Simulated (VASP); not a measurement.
Crystal: Ca3Be.

```xyz
4
Lattice="4.5400 0.0000 0.0000 0.0000 4.5400 0.0000 0.0000 0.0000 4.5400" Properties=species:S:1:pos:R:3 pbc="T T T"
Be    0.0000    0.0000    0.0000
Ca    0.0000    2.2700    2.2700
Ca    2.2700    0.0000    2.2700
Ca    2.2700    2.2700    0.0000
```

| Property | Result |
| --- | --- |
| Program | VASP 6.6.1 |
| Task | relaxation of cell and atoms |
| Functional | LDA |
| Potentials or basis | VASP PAW LDA potentials, release 64 (Be, Ca_sv) |
| Cutoff | 600 eV |
| k mesh | 5 × 5 × 5 |
| Occupations | methfessel-paxton, width 0.05 eV |
| Spin | no spin polarisation |

At the start: pressure 5.8 GPa; volume 23.39 Å³/atom.

Where does the relaxation end?

Over 4 steps the energy falls by 76.1 meV/atom and the volume is 28.00 Å³/atom (+19.7 %); space group Pm-3m (No. 221, to 0.1 Å) before and after.

The path:
```tsv
step	energy change (eV)	largest force (eV/Å)	pressure (GPa)	volume (Å³)
1	0.0000	0.0000	5.83	93.58
2	-0.2721	0.0000	1.68	105.58
3	-0.3030	0.0000	-0.31	113.32
4	-0.3043	0.0000	-0.01	112.01
```

Final structure:
```
CELL_PARAMETERS angstrom
4.82038 0.00000 0.00000
0.00000 4.82038 0.00000
0.00000 0.00000 4.82038
ATOMIC_POSITIONS crystal
Be 0.00000 0.00000 0.00000
Ca 0.00000 0.50000 0.50000
Ca 0.50000 0.00000 0.50000
Ca 0.50000 0.50000 0.00000
```

Caveat: the volume moved by over 15 % at a fixed basis, so the end points are rough.
